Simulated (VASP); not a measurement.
# HfB2 (P6/mmm) in VASP: a series of runs, part 2 of 2

VASP 6.6.1. Earlier steps stand in the parts before.

## Step 3: Relaxation of cell and atoms, PBE, target pressure 30 GPa, at which the enthalpy is minimised

INCAR reads:

```
SYSTEM = HfB2
ALGO = Normal ; EDIFF = 1E-6
EDIFFG = -0.02 ; ENCUT = 600
GGA = PE ; IBRION = 2
ISIF = 3 ; ISMEAR = -1
LASPH = .True. ; LCHARG = .False.
LREAL = .False. ; LWAVE = .False.
NELM = 60 ; NSW = 80
PREC = Accurate ; PSTRESS = 300.0
SIGMA = 0.05
```

KPOINTS reads:

```
k-points
0
Gamma
  11 11 9
  0 0 0
```

POSCAR reads:

```
HfB2
1.0
    3.1400000000      0.0000000000      0.0000000000
   -1.5700000000      2.7193200000      0.0000000000
    0.0000000000      0.0000000000      3.4800000000
Hf B
1 2
Direct
    0.0000000000      0.0000000000      0.0000000000
    0.3333333333      0.6666666667      0.5000000000
    0.6666666667      0.3333333333      0.5000000000
```

Potentials or basis: VASP PAW PBE potentials, release 64 (Hf_pv, B).

On the command line:

```sh
> cat potpaw_PBE.64/Hf_pv/POTCAR potpaw_PBE.64/B/POTCAR > POTCAR
> mpirun -np 1 vasp_std > vasp.out
```

OUTCAR:

```text
SYSTEM = HfB2
   EDIFF = 1E-6
   EDIFFG = -0.02
   ENCUT = 600
   GGA = PE
   IBRION = 2
   ISIF = 3
   ISMEAR = -1
   LASPH = .True.
   LREAL = .False.
   NELM = 60
   NSW = 80
   PREC = Accurate
   PSTRESS = 300.0

 ion  position               nearest neighbor table
   1  0.000  0.000  0.000-   2 2.51   3 2.51   2 2.51   3 2.51   3 2.51   3 2.51   2 2.51   2 2.51
                             3 2.51   3 2.51   2 2.51   2 2.51
   2  0.333  0.667  0.500-   3 1.81   3 1.81   3 1.81   1 2.51   1 2.51   1 2.51   1 2.51   1 2.51
                             1 2.51
   3  0.667  0.333  0.500-   2 1.81   2 1.81   2 1.81   1 2.51   1 2.51   1 2.51   1 2.51   1 2.51
                             1 2.51

  LATTYP: Found a hexagonal cell.
 ALAT       =     3.1400000000
 C/A-ratio  =     1.1082802548

  Lattice vectors:

 A1 = (   3.1400000000,   0.0000000000,   0.0000000000)
 A2 = (  -1.5700000000,   2.7193200000,   0.0000000000)
 A3 = (   0.0000000000,   0.0000000000,   3.4800000000)

Analysis of symmetry for initial positions (statically):
=====================================================================
 Subroutine PRICEL returns:
 Original cell was already a primitive cell.

 Routine SETGRP: Setting up the symmetry group for a
 hexagonal supercell.

 Subroutine GETGRP returns: Found 24 space group operations
 (whereof 24 operations were pure point group operations)
 out of a pool of 24 trial point group operations.

The static configuration has the point symmetry D_6h.

Analysis of symmetry for dynamics (positions and initial velocities):
=====================================================================
 Subroutine PRICEL returns:
 Original cell was already a primitive cell.

 Routine SETGRP: Setting up the symmetry group for a
 hexagonal supercell.

 Subroutine GETGRP returns: Found 24 space group operations
 (whereof 24 operations were pure point group operations)
 out of a pool of 24 trial point group operations.

The dynamic configuration has the point symmetry D_6h.

 Subroutine INISYM returns: Found 24 space group operations
 (whereof 24 operations are pure point group operations),
 and found     1 'primitive' translations

----------------------------------------------------------------------------------------

                                     Primitive cell

  volume of cell :      29.7146

  direct lattice vectors                    reciprocal lattice vectors
     3.140000000  0.000000000  0.000000000     0.318471338  0.183869497  0.000000000
    -1.570000000  2.719320000  0.000000000     0.000000000  0.367738994  0.000000000
     0.000000000  0.000000000  3.480000000     0.000000000  0.000000000  0.287356322

  length of vectors
     3.140000000  3.140000201  3.480000000     0.367739017  0.367738994  0.287356322

  position of ions in fractional coordinates (direct lattice)
     0.000000000  0.000000000  0.000000000
     0.333333333  0.666666667  0.500000000
     0.666666667  0.333333333  0.500000000

  ion indices of the primitive-cell ions
   primitive index   ion index
                 1           1
                 2           2
                 3           3

----------------------------------------------------------------------------------------

 KPOINTS: k-points

Automatic generation of k-mesh.
 Grid dimensions read from file:
 generate k-points for:   11   11    9

[... 55 lines left out ...]
   ISTART =      0    job   : 0-new  1-cont  2-samecut
   ICHARG =      2    charge: 1-file 2-atom 10-const
   ISPIN  =      1    spin polarized calculation?
   LNONCOLLINEAR =      F non collinear calculations
   LSORBIT =      F    spin-orbit coupling
   LASPH  =      T    aspherical Exc in radial PAW
   ENCUT  =  600.0 eV  44.10 Ry    6.64 a.u.   6.27  6.27  6.95*2*pi/ulx,y,z
   NELM   =     60;   NELMIN=  2; NELMDL= -5     # of ELM steps
   EDIFF  = 0.1E-05   stopping-criterion for ELM
   LREAL  =      F    real-space projection
   EDIFFG = -.2E-01   stopping-criterion for IOM
   NSW    =     80    number of steps for IOM
   IBRION =      2    ionic relax: 0-MD 1-quasi-New 2-CG
   NFREE  =      1    steps in history (QN), initial steepest desc. (CG)
   ISIF   =      3    stress and relaxation
   ISYM   =      2    0-nonsym 1-usesym 2-fastsym
   POTIM  = 0.5000    time-step for ionic-motion
   TEBEG  =    0.0;   TEEND  =   0.0 temperature during run
   PSTRESS=  300.0 pullay stress
   NELECT =      16.0000    total number of electrons
   NUPDOWN=      -1.0000    fix difference up-down
   EMIN   =  10.00;   EMAX   =-10.00  energy-range for DOS
   EFERMI =   0.00;   METHOD = LEGACY
   ISMEAR =    -1;   SIGMA  =   0.05  broadening in eV -4-tet -1-fermi 0-gaus
   EFERMI_NEDOS =   21; number of points for ismear=-14 and -15
   IALGO  =     38    algorithm
   IMIX   =      4    mixing-type and parameters
     AMIX     =   0.40;   BMIX     =  1.00
     AMIX_MAG =   1.60;   BMIX_MAG =  1.00
  volume/ion in A,a.u.               =       9.90        66.84
  Fermi-wavevector in a.u.,A,eV,Ry     =   1.331860  2.516850 24.134692  1.773850
  Thomas-Fermi vector in A             =   2.460838
   LORBIT       =      0    0 simple, 1 ext, 2 COOP (PROOUT), +10 PAW based schemes
   GGA     = PE    functional components
   LHFCALC =     F    Hartree Fock is set to
   AEXX    =    0.0000 exact exchange contribution
   IVDW    =     0    specifies the selected vdW correction
   LEPSILON=     F    determine dielectric tensor
   LRPA    =     F    only Hartree local field effects (RPA)
 conjugate gradient relaxation of ions
 non-spin polarized calculation
  energy-cutoff  :      600.00
  volume of cell :       29.71
 maximum number of plane-waves:      1016
 NGX is ok and might be reduce to    28
   NGX = 13   NGY = 13   NGZ = 13

--------------------------------------- Ionic step        1  -------------------------------------------

 number of electron      15.9999999 magnetization

 Free energy of the ion-electron system (eV)
  ---------------------------------------------------
  ext. energy  EPLUGINS =         0.00000000
  ---------------------------------------------------
  free energy    TOTEN  =       -26.40777801 eV

  energy without entropy =      -26.40650319  energy(sigma->0) =      -26.40714060

------------------------ aborting loop because EDIFF is reached ----------------------------------------

  FORCE on cell =-STRESS in cart. coord.  units (eV):
  Direction    XX          YY          ZZ          XY          YZ          ZX
  --------------------------------------------------------------------------------------
  -------------------------------------------------------------------------------------
  Total        0.1507223      0.1507224      0.2236900      0.0000000      0.0000000     -0.0000000
  in kB        8.1267896      8.1267910     12.0611307      0.0000000      0.0000000     -0.0000000
  external PRESSURE =    -290.5617629 kB  Pullay stress =     300.0000000 kB
[... 299 lines left out ...]
--------------------------------------- Ionic step        9  -------------------------------------------

 number of electron      15.9999999 magnetization

 Free energy of the ion-electron system (eV)
  ---------------------------------------------------
  ext. energy  EPLUGINS =         0.00000000
  ---------------------------------------------------
  free energy    TOTEN  =       -26.16751689 eV

  energy without entropy =      -26.16642825  energy(sigma->0) =      -26.16697257

 E-fermi :   8.3976     XC(G=0): -13.0469

 val. band max:        8.2916869631   @ k =   0.0000   0.0000   0.2222
 cond. band min:       8.4213428107   @ k =   0.2727   0.1818   0.0000
 fundamental gap:      0.1296558477
 Fermi energy:         8.3975618745

 k-point     1 :       0.0000    0.0000    0.0000
  band No.  band energies     occupation
      1     -21.9053      2.00000
      2     -21.2815      2.00000
      3     -21.2815      2.00000
      4      -5.8514      2.00000
      5       5.2016      2.00000
      6       5.2918      2.00000
      7       5.2918      2.00000
      8       5.7503      2.00000
      9      12.9451      0.00000
     10      12.9451      0.00000
     11      13.6705      0.00000
     12      13.6705      0.00000
[... 331 lines left out ...]
 k-point    24 :       0.1818    0.0909    0.1111
  band No.  band energies     occupation
      1     -21.8652      2.00000
      2     -21.7694      2.00000
      3     -21.4109      2.00000
      4      -4.3903      2.00000
      5       2.9003      2.00000
      6       4.1468      2.00000
      7       4.8116      2.00000
      8       6.8703      2.00000
      9       9.4842      0.00000
     10      12.2560      0.00000
     11      12.9878      0.00000
     12      14.0720      0.00000

 [... further k-points ...]

------------------------ aborting loop because EDIFF is reached ----------------------------------------

  FORCE on cell =-STRESS in cart. coord.  units (eV):
  Direction    XX          YY          ZZ          XY          YZ          ZX
  --------------------------------------------------------------------------------------
  -------------------------------------------------------------------------------------
  Total        5.0651353      5.0651363      5.0616349      0.0000000     -0.0000000      0.0000000
  in kB      300.1125588    300.1126202    299.9051619      0.0000000     -0.0000000      0.0000000
  external PRESSURE =       0.0434470 kB  Pullay stress =     300.0000000 kB
[... 22 lines left out ...]
  energy  without entropy=      -26.1664282471  energy(sigma->0) =      -26.16697257

  enthalpy is  TOTEN    =       -21.1042813220 eV   P V=        5.0632355702

 reached required accuracy - stopping structural energy minimisation
```

It took 2 min on 1 thread of Intel Xeon 6455B, shared host; peak memory 0.2 GiB.

Results:

| Property | Result |
| --- | --- |
| Free energy | -26.1675 eV |
| Relaxed volume | 9.01 Å³/atom |
| Relaxed cell | a = 3.048 Å, b = 3.048 Å, c = 3.361 Å, α = 90.00°, β = 90.00°, γ = 120.00° |
| Space group after relaxing (to 0.05 Å) | P6/mmm (No. 191) |
| Energy change on relaxing (the enthalpy is what falls) | +80.1 meV/atom |
| Ionic steps | 9 |
| Pressure after relaxing | 30.0 GPa |
| Band gap on the k mesh | zero (band 8 reaches 9.25 eV, above the bottom of band 9 at 7.86 eV) |

The path:
```tsv
step	energy change (eV)	largest force (eV/Å)	pressure (GPa)	volume (Å³)
1	0.0000	0.0000	0.94	29.71
2	2.1374	0.0000	119.35	22.64
3	0.2130	0.0000	28.04	27.20
4	0.2352	0.0000	29.69	27.07
5	0.2448	0.0000	30.37	27.02
6	0.2461	0.0000	30.43	27.01
7	0.2459	0.0000	30.42	27.01
8	0.2310	0.0000	29.34	27.09
9	0.2403	0.0000	30.00	27.04
```

Final structure:
```
Hf B
1.0
     3.04805    0.00000    0.00000
    -1.52403    2.63969    0.00000
     0.00000    0.00000    3.36080
Hf B
1 2
Direct
  0.00000 0.00000 0.00000
  0.33333 0.66667 0.50000
  0.66667 0.33333 0.50000
```

Levels at points of the mesh, in eV from the Fermi level:
```
           k point  band 4  band 5  band 6  band 7  band 8  band 9  band 10  band 11  band 12
(0.00, 0.00, 0.00)  -14.25   -3.20   -3.11   -3.11   -2.65    4.55     4.55     5.27     5.27
```

Caveat: the cell is relaxed towards a set pressure, so the enthalpy falls and the energy may rise; spin-orbit coupling is left out, which moves the levels of the heavy elements.

## Step 4: Relaxation of cell and atoms, PBE, target pressure 40 GPa, at which the enthalpy is minimised

INCAR reads:

```
SYSTEM = HfB2
PREC = Accurate ; ENCUT = 600
EDIFF = 1E-6 ; ISMEAR = -1
SIGMA = 0.05 ; LREAL = .FALSE.
LASPH = .TRUE. ; NELM = 60
ALGO = Normal ; ISIF = 3
LWAVE = .FALSE. ; LCHARG = .FALSE.
GGA = PE ; IBRION = 2
NSW = 80 ; EDIFFG = -0.02
PSTRESS = 400.0
```

KPOINTS reads:

```
regular mesh
0
G
  11 11 9
  0 0 0
```

POSCAR is that of step 3.

On the command line:

```sh
> cat potpaw_PBE.64/Hf_pv/POTCAR potpaw_PBE.64/B/POTCAR > POTCAR
> mpirun -np 1 vasp_std > vasp.out
```

Run time: 1.7 min. Hardware: 1 thread of Intel Xeon 6455B, shared host; peak memory 0.2 GiB.

Results (log left out):

```yaml
Free_energy: -26.0132 eV
Relaxed_volume: 8.78 Å³/atom
Relaxed_cell: a = 3.023 Å, b = 3.023 Å, c = 3.327 Å, α = 90.00°, β = 90.00°, γ = 120.00°
Space_group_after_relaxing_to_0.05_Å: P6/mmm (No. 191)
Energy_change_on_relaxing_the_enthalpy_is_what_falls: +131.5 meV/atom
Ionic_steps: 6
Pressure_after_relaxing: 40.2 GPa
Band_gap_on_the_k_mesh: zero (band 8 reaches 9.48 eV, above the bottom of band 9 at 8.06 eV)
```

Stress tensor (GPa, compression positive):
```
40.07  0.00  0.00
 0.00 40.07  0.00
 0.00  0.00 40.32
```

Step by step:
```csv
step,energy change (eV),largest force (eV/Å),pressure (GPa),volume (Å³)
1,0.0000,0.0000,0.94,29.71
2,4.2189,0.0000,196.71,20.49
3,0.3264,0.0000,35.92,26.63
4,0.3773,0.0000,39.13,26.41
5,0.3930,0.0000,40.09,26.34
6,0.3946,0.0000,40.16,26.33
```

Final structure:
```
Hf B
1.0
     3.02314    0.00000    0.00000
    -1.51157    2.61811    0.00000
     0.00000    0.00000    3.32708
Hf B
1 2
Direct
  0.00000 0.00000 0.00000
  0.33333 0.66667 0.50000
  0.66667 0.33333 0.50000
```

Levels at points of the mesh, in eV from the Fermi level:
```csv
k point,band 4,band 5,band 6,band 7,band 8,band 9,band 10,band 11,band 12
"(0.00, 0.00, 0.00)",-14.40,-3.27,-3.19,-3.19,-2.61,4.69,4.69,5.44,5.44
```

Caveat: the cell is relaxed towards a set pressure, so the enthalpy falls and the energy may rise; spin-orbit coupling is left out, which moves the levels of the heavy elements.

## Step 5: Overview

| cell | gap on the mesh (eV) | pressure (GPa) |
| --- | --- | --- |
| relaxed to 20 GPa | none | 20.0 |
| relaxed to 30 GPa | none | 30.0 |
| relaxed to 40 GPa | none | 40.2 |

Alike in all rows: task relaxation of cell and atoms; level PBE; potentials or basis VASP PAW PBE potentials, release 64 (Hf_pv, B); no spin polarisation; k mesh 11 × 11 × 9; cutoff (eV) 600; smearing fermi-dirac 0.05 eV.

Caveats: the cell is relaxed towards a set pressure, so the enthalpy falls and the energy may rise; spin-orbit coupling is left out, which moves the levels of the heavy elements.

Total energies depend on the potentials used, so only differences within one code and one set of settings carry meaning.
